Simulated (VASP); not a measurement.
# TaN (rocksalt type) (Fm-3m) in VASP: further runs

TaN (rocksalt type) is run at these levels: PBE; tasks: relaxation of cell and atoms.

Program: VASP 6.6.1. These are calculated values, not measurements. Logs are shortened: lines on timing, memory, paths and dates and some standing lists are left out, and cuts for length are marked.

**1. The cell of the first run**

Symmetry: Fm-3m, No. 225, cubic system. The conventional cell has a = 4.417 Å, b = 4.417 Å, c = 4.417 Å, α = 90.00°, β = 90.00°, γ = 90.00°. Ta (site symmetry m-3m) has 6 N at 2.21 Å within 2.9 Å. Within 2.9 Å of N (site symmetry m-3m) lie 6 Ta at 2.21 Å.

**2. Relaxation of cell and atoms, PBE, target pressure -0.091 GPa, at which the enthalpy is minimised**

Input file INCAR:

```
  ALGO = Normal
  EDIFF = 1E-6
  EDIFFG = -0.005
  ENCUT = 600
  GGA = PE
  IBRION = 2
  ISIF = 3
  ISMEAR = -1
  LASPH = T
  LCHARG = F
  LREAL = F
  LWAVE = F
  NELM = 80
  NSW = 60
  PREC = Accurate
  PSTRESS = -0.9099999999999999
  SIGMA = 0.08
```

Input file KPOINTS:

```
k-points
0
Gamma
  15 15 15
```

Input file POSCAR:

```
TaN
1.0
    0.0000000000      2.2087370793      2.2087370793
    2.2087370793      0.0000000000      2.2087370793
    2.2087370793      2.2087370793      0.0000000000
Ta N
1 1
Direct
    0.0000000000      0.0000000000      0.0000000000
    0.5000000000      0.5000000000      0.5000000000
```

Potentials or basis: VASP PAW PBE potentials, release 64 (Ta_pv, N).

Started as:

```console
> cat potpaw_PBE.64/Ta_pv/POTCAR potpaw_PBE.64/N/POTCAR > POTCAR
> mpirun -np 1 vasp_std > vasp.out
```

OUTCAR:

```text
EDIFF = 1E-6
   EDIFFG = -0.005
   ENCUT = 600
   GGA = PE
   IBRION = 2
   ISIF = 3
   ISMEAR = -1
   LASPH = T
   LREAL = F
   NELM = 80
   NSW = 60
   PREC = Accurate
   PSTRESS = -0.9099999999999999

 ion  position               nearest neighbor table
   1  0.000  0.000  0.000-   2 2.21   2 2.21   2 2.21   2 2.21   2 2.21   2 2.21
   2  0.500  0.500  0.500-   1 2.21   1 2.21   1 2.21   1 2.21   1 2.21   1 2.21

  LATTYP: Found a face centered cubic cell.
 ALAT       =     4.4174741586

  Lattice vectors:

 A1 = (   0.0000000000,   2.2087370793,   2.2087370793)
 A2 = (   2.2087370793,   0.0000000000,   2.2087370793)
 A3 = (   2.2087370793,   2.2087370793,   0.0000000000)

Analysis of symmetry for initial positions (statically):
=====================================================================
 Subroutine PRICEL returns:
 Original cell was already a primitive cell.

 Routine SETGRP: Setting up the symmetry group for a
 face centered cubic supercell.

 Subroutine GETGRP returns: Found 48 space group operations
 (whereof 48 operations were pure point group operations)
 out of a pool of 48 trial point group operations.

The static configuration has the point symmetry O_h .

Analysis of symmetry for dynamics (positions and initial velocities):
=====================================================================
 Subroutine PRICEL returns:
 Original cell was already a primitive cell.

 Routine SETGRP: Setting up the symmetry group for a
 face centered cubic supercell.

 Subroutine GETGRP returns: Found 48 space group operations
 (whereof 48 operations were pure point group operations)
 out of a pool of 48 trial point group operations.

The dynamic configuration has the point symmetry O_h .

 Subroutine INISYM returns: Found 48 space group operations
 (whereof 48 operations are pure point group operations),
 and found     1 'primitive' translations

----------------------------------------------------------------------------------------

                                     Primitive cell

  volume of cell :      21.5507

  direct lattice vectors                    reciprocal lattice vectors
     0.000000000  2.208737079  2.208737079    -0.226373707  0.226373707  0.226373707
     2.208737079  0.000000000  2.208737079     0.226373707 -0.226373707  0.226373707
     2.208737079  2.208737079  0.000000000     0.226373707  0.226373707 -0.226373707

  length of vectors
     3.123625933  3.123625933  3.123625933     0.392090762  0.392090762  0.392090762

  position of ions in fractional coordinates (direct lattice)
     0.000000000  0.000000000  0.000000000
     0.500000000  0.500000000  0.500000000

  ion indices of the primitive-cell ions
   primitive index   ion index
                 1           1
                 2           2

----------------------------------------------------------------------------------------

 KPOINTS: k-points

Automatic generation of k-mesh.
 Grid dimensions read from file:
 generate k-points for:   15   15   15

 Generating k-lattice:

  Cartesian coordinates                     Fractional coordinates (reciprocal lattice)
    -0.015091580  0.015091580  0.015091580     0.066666667  0.000000000  0.000000000
     0.015091580 -0.015091580  0.015091580     0.000000000  0.066666667  0.000000000
     0.015091580  0.015091580 -0.015091580     0.000000000  0.000000000  0.066666667

  Length of vectors
     0.026139384  0.026139384  0.026139384

  Shift w.r.t. Gamma in fractional coordinates (k-lattice)
     0.000000000  0.000000000  0.000000000

 Subroutine IBZKPT returns following result:
 ===========================================

 Found    120 irreducible k-points:

 Following reciprocal coordinates:
            Coordinates               Weight
  0.000000  0.000000  0.000000      1.000000
  0.066667  0.000000  0.000000      8.000000
  0.133333  0.000000  0.000000      8.000000
  0.200000  0.000000  0.000000      8.000000
  0.266667  0.000000  0.000000      8.000000
  0.333333  0.000000  0.000000      8.000000
[... 16 lines left out ...]
  0.133333  0.133333  0.000000      6.000000
  0.200000  0.133333  0.000000     24.000000
 [... further k-points ...]
   k-points           NKPTS =    120   k-points in BZ     NKDIM =    120   number of bands    NBANDS=     12
   number of dos      NEDOS =    301   number of ions     NIONS =      2
   total plane-waves  NPLWV =  21952
   dimension x,y,z NGX =    28 NGY =   28 NGZ =   28
   dimension x,y,z NGXF=    56 NGYF=   56 NGZF=   56
   ions per type =               1   1
   NGX,Y,Z   is equivalent  to a cutoff of  14.90, 14.90, 14.90 a.u.
   NGXF,Y,Z  is equivalent  to a cutoff of  29.80, 29.80, 29.80 a.u.
 SYSTEM =  unknown system
   PREC   = accura    normal or accurate (medium, high low for compatibility)
   ISTART =      0    job   : 0-new  1-cont  2-samecut
   ICHARG =      2    charge: 1-file 2-atom 10-const
   ISPIN  =      1    spin polarized calculation?
   LNONCOLLINEAR =      F non collinear calculations
   LSORBIT =      F    spin-orbit coupling
   LASPH  =      T    aspherical Exc in radial PAW
   ENCUT  =  600.0 eV  44.10 Ry    6.64 a.u.   6.24  6.24  6.24*2*pi/ulx,y,z
   NELM   =     80;   NELMIN=  2; NELMDL= -5     # of ELM steps
   EDIFF  = 0.1E-05   stopping-criterion for ELM
   LREAL  =      F    real-space projection
   EDIFFG = -.5E-02   stopping-criterion for IOM
   NSW    =     60    number of steps for IOM
   IBRION =      2    ionic relax: 0-MD 1-quasi-New 2-CG
   NFREE  =      1    steps in history (QN), initial steepest desc. (CG)
   ISIF   =      3    stress and relaxation
   ISYM   =      2    0-nonsym 1-usesym 2-fastsym
   POTIM  = 0.5000    time-step for ionic-motion
   TEBEG  =    0.0;   TEEND  =   0.0 temperature during run
   PSTRESS=   -0.9 pullay stress
   NELECT =      16.0000    total number of electrons
   NUPDOWN=      -1.0000    fix difference up-down
   EMIN   =  10.00;   EMAX   =-10.00  energy-range for DOS
   EFERMI =   0.00;   METHOD = LEGACY
   ISMEAR =    -1;   SIGMA  =   0.08  broadening in eV -4-tet -1-fermi 0-gaus
   EFERMI_NEDOS =   21; number of points for ismear=-14 and -15
   IALGO  =     38    algorithm
   IMIX   =      4    mixing-type and parameters
     AMIX     =   0.40;   BMIX     =  1.00
     AMIX_MAG =   1.60;   BMIX_MAG =  1.00
  volume/ion in A,a.u.               =      10.78        72.72
  Fermi-wavevector in a.u.,A,eV,Ry     =   1.482384  2.801300 29.898302  2.197463
  Thomas-Fermi vector in A             =   2.596177
   LORBIT       =      0    0 simple, 1 ext, 2 COOP (PROOUT), +10 PAW based schemes
   GGA     = PE    functional components
   LHFCALC =     F    Hartree Fock is set to
   AEXX    =    0.0000 exact exchange contribution
   IVDW    =     0    specifies the selected vdW correction
   LEPSILON=     F    determine dielectric tensor
   LRPA    =     F    only Hartree local field effects (RPA)
 conjugate gradient relaxation of ions
 non-spin polarized calculation
  energy-cutoff  :      600.00
  volume of cell :       21.55
 maximum number of plane-waves:       745
 NGX is ok and might be reduce to    28
   NGX = 13   NGY = 13   NGZ = 13

--------------------------------------- Ionic step        1  -------------------------------------------

 number of electron      15.9999999 magnetization

 Free energy of the ion-electron system (eV)
  ---------------------------------------------------
  ext. energy  EPLUGINS =         0.00000000
  ---------------------------------------------------
  free energy    TOTEN  =       -21.84126855 eV

  energy without entropy =      -21.82561155  energy(sigma->0) =      -21.83344005

------------------------ aborting loop because EDIFF is reached ----------------------------------------

  FORCE on cell =-STRESS in cart. coord.  units (eV):
  Direction    XX          YY          ZZ          XY          YZ          ZX
  --------------------------------------------------------------------------------------
  -------------------------------------------------------------------------------------
  Total        0.0784090      0.0784090      0.0784090      0.0000000     -0.0000000      0.0000000
  in kB        5.8292731      5.8292731      5.8292731      0.0000000     -0.0000000      0.0000000
  external PRESSURE =       6.7392731 kB  Pullay stress =      -0.9100000 kB

 VOLUME and BASIS-vectors are now :
 -----------------------------------------------------------------------------
  energy-cutoff  :      600.00
  volume of cell :       21.55
      direct lattice vectors                 reciprocal lattice vectors
     0.000000000  2.208737079  2.208737079    -0.226373707  0.226373707  0.226373707
     2.208737079  0.000000000  2.208737079     0.226373707 -0.226373707  0.226373707
     2.208737079  2.208737079  0.000000000     0.226373707  0.226373707 -0.226373707
[... 46 lines left out ...]
  FREE ENERGIE OF THE ION-ELECTRON SYSTEM (eV)
  ---------------------------------------------------
  free  energy   TOTEN  =       -21.8408267789 eV

  energy  without entropy=      -21.8249973649  energy(sigma->0) =      -21.83291207

  enthalpy is  TOTEN    =       -21.8531475708 eV   P V=       -0.0123207919

--------------------------------------- Ionic step        3  -------------------------------------------

 number of electron      15.9999999 magnetization

 Free energy of the ion-electron system (eV)
  ---------------------------------------------------
  ext. energy  EPLUGINS =         0.00000000
  ---------------------------------------------------
  free energy    TOTEN  =       -21.84133564 eV

  energy without entropy =      -21.82562562  energy(sigma->0) =      -21.83348063

 E-fermi :   9.3671     XC(G=0): -13.3524

 val. band max:        9.3404110316   @ k =   0.2000   0.1333   0.0000
 cond. band min:       9.3990864931   @ k =   0.2000   0.1333   0.0000
 fundamental gap:      0.0586754615
 Fermi energy:         9.3670688800

 k-point     1 :       0.0000    0.0000    0.0000
  band No.  band energies     occupation
      1     -26.4353      2.00000
      2     -26.4353      2.00000
      3     -26.4353      2.00000
      4      -9.3653      2.00000
      5       5.5889      2.00000
      6       5.5889      2.00000
      7       5.5889      2.00000
      8       7.3083      2.00000
      9       7.3083      2.00000
     10       7.3083      2.00000
     11       9.4322      0.61406
     12       9.4322      0.61405

 k-point     2 :       0.0667    0.0000    0.0000
  band No.  band energies     occupation
      1     -26.4727      2.00000
      2     -26.4388      2.00000
      3     -26.4388      2.00000
      4      -9.2607      2.00000
      5       5.0240      2.00000
      6       5.2169      2.00000
      7       5.2169      2.00000
      8       7.4813      2.00000
      9       7.4813      2.00000
     10       7.5492      2.00000
     11       9.8643      0.00399
     12       9.8643      0.00399
[... 316 lines left out ...]
 k-point    24 :       0.2000    0.1333    0.0000
  band No.  band energies     occupation
      1     -26.6638      2.00000
      2     -26.5019      2.00000
      3     -26.4936      2.00000
      4      -8.5707      2.00000
      5       2.3204      2.00000
      6       4.3669      2.00000
      7       4.5257      2.00000
      8       6.5267      2.00000
      9       9.3404      1.16509
     10       9.3991      0.80252
     11      10.3417      0.00001
     12      11.2070      0.00000

 [... further k-points ...]

------------------------ aborting loop because EDIFF is reached ----------------------------------------

  FORCE on cell =-STRESS in cart. coord.  units (eV):
  Direction    XX          YY          ZZ          XY          YZ          ZX
  --------------------------------------------------------------------------------------
  -------------------------------------------------------------------------------------
  Total       -0.0111327     -0.0111327     -0.0111327     -0.0000000     -0.0000000     -0.0000000
  in kB       -0.8259837     -0.8259837     -0.8259837     -0.0000000     -0.0000000     -0.0000000
  external PRESSURE =       0.0840163 kB  Pullay stress =      -0.9100000 kB

 VOLUME and BASIS-vectors are now :
 -----------------------------------------------------------------------------
  energy-cutoff  :      600.00
  volume of cell :       21.59
      direct lattice vectors                 reciprocal lattice vectors
    -0.000000000  2.210225302  2.210225302    -0.226221281  0.226221281  0.226221281
     2.210225302  0.000000000  2.210225302     0.226221281 -0.226221281  0.226221281
     2.210225302  2.210225302  0.000000000     0.226221281  0.226221281 -0.226221281

 POSITION                                       TOTAL-FORCE (eV/Angst)
 -----------------------------------------------------------------------------------
      0.00000      0.00000      0.00000         0.000000     -0.000000      0.000000
      2.21023      2.21023      2.21023        -0.000000      0.000000     -0.000000
 -----------------------------------------------------------------------------------
    total drift:                                0.000000      0.000000      0.000000

  FREE ENERGIE OF THE ION-ELECTRON SYSTEM (eV)
  ---------------------------------------------------
  free  energy   TOTEN  =       -21.8413356382 eV

  energy  without entropy=      -21.8256256153  energy(sigma->0) =      -21.83348063

  enthalpy is  TOTEN    =       -21.8536007199 eV   P V=       -0.0122650817

 reached required accuracy - stopping structural energy minimisation
```

Wall time 2.1 min (1 thread of Intel Xeon 8259CL, shared host); peak memory 0.2 GiB.

What came out:

```yaml
Free_energy: -21.8413 eV
Relaxed_volume: 10.80 Å³/atom
Relaxed_cell: a = 3.126 Å, b = 3.126 Å, c = 3.126 Å, α = 60.00°, β = 60.00°, γ = 60.00°
Space_group_after_relaxing_to_0.1_Å: Fm-3m (No. 225)
Energy_change_on_relaxing_the_run_minimises_the_enthalpy: -0.0 meV/atom
Ionic_steps: 3
Pressure_after_relaxing: -0.1 GPa
Band_gap_on_the_k_mesh: zero (bands 8 and 9 overlap by 3.83 eV)
```

Final structure:
```
Ta N
1.0
     0.00000    2.21023    2.21023
     2.21023    0.00000    2.21023
     2.21023    2.21023    0.00000
Ta N
1 1
Direct
  0.00000 0.00000 0.00000
  0.50000 0.50000 0.50000
```

Caveat: the cell is relaxed towards a set pressure, so the run minimises the enthalpy, not the energy; the highest band is partly filled, so the run has too few bands; spin-orbit coupling is left out, which moves the levels of the heavy elements.

**3. Relaxation of cell and atoms, PBE, target pressure -0.091 GPa, at which the enthalpy is minimised**

Input file INCAR:

```
SYSTEM = TaN
PREC = Accurate
ENCUT = 600
EDIFF = 1E-7
ISMEAR = -1
SIGMA = 0.08
LREAL = .False.
LASPH = .True.
NELM = 100
ALGO = Normal
ISIF = 3
LWAVE = .False.
LCHARG = .False.
GGA = PE
IBRION = 2
NSW = 32
EDIFFG = -0.005
PSTRESS = -0.9099999999999999
```

Input file KPOINTS:

```
Automatic mesh
0
Gamma
  15 15 15
  0 0 0
```

POSCAR is that of step 2.

Potentials or basis: VASP PAW PBE potentials, release 64 (Ta_pv, N).

Started as:

```console
> cat potpaw_PBE.64/Ta_pv/POTCAR potpaw_PBE.64/N/POTCAR > POTCAR
> mpirun -np 1 vasp_std > vasp.out
```

Wall time 2.5 min (1 thread of Intel Xeon 8259CL, shared host); peak memory 0.2 GiB.

Results (log left out):

```
Free energy                                                : -21.8413 eV
Relaxed volume                                             : 10.80 Å³/atom
Relaxed cell                                               : a = 3.126 Å, b = 3.126 Å, c = 3.126 Å, α = 60.00°, β = 60.00°, γ = 60.00°
Space group after relaxing (to 0.1 Å)                      : Fm-3m (No. 225)
Energy change on relaxing (the run minimises the enthalpy) : -0.0 meV/atom
Ionic steps                                                : 3
Pressure after relaxing                                    : -0.1 GPa
Band gap on the k mesh                                     : zero (bands 8 and 9 overlap by 3.83 eV)
```

Final structure:
```cif
data_structure
_symmetry_space_group_name_H-M 'P 1'
_symmetry_Int_Tables_number 1
_cell_length_a 3.1257
_cell_length_b 3.1257
_cell_length_c 3.1257
_cell_angle_alpha 60.000
_cell_angle_beta 60.000
_cell_angle_gamma 60.000
_cell_volume 21.59
loop_
_atom_site_label
_atom_site_type_symbol
_atom_site_fract_x
_atom_site_fract_y
_atom_site_fract_z
_atom_site_occupancy
Ta1 Ta 0.00000 0.00000 0.00000 1
N1 N 0.50000 0.50000 0.50000 1
```

Levels at points of the mesh, in eV from the Fermi level:
```csv
k point,band 4,band 5,band 6,band 7,band 8,band 9,band 10,band 11,band 12
"(0.00, 0.00, 0.00)",-18.73,-3.78,-3.78,-3.78,-2.06,-2.06,-2.06,0.07,0.07
```

Caveat: the cell is relaxed towards a set pressure, so the run minimises the enthalpy, not the energy; the highest band is partly filled, so the run has too few bands; spin-orbit coupling is left out, which moves the levels of the heavy elements.

The gap in the log of VASP goes by the Fermi energy; the results here count the filled bands.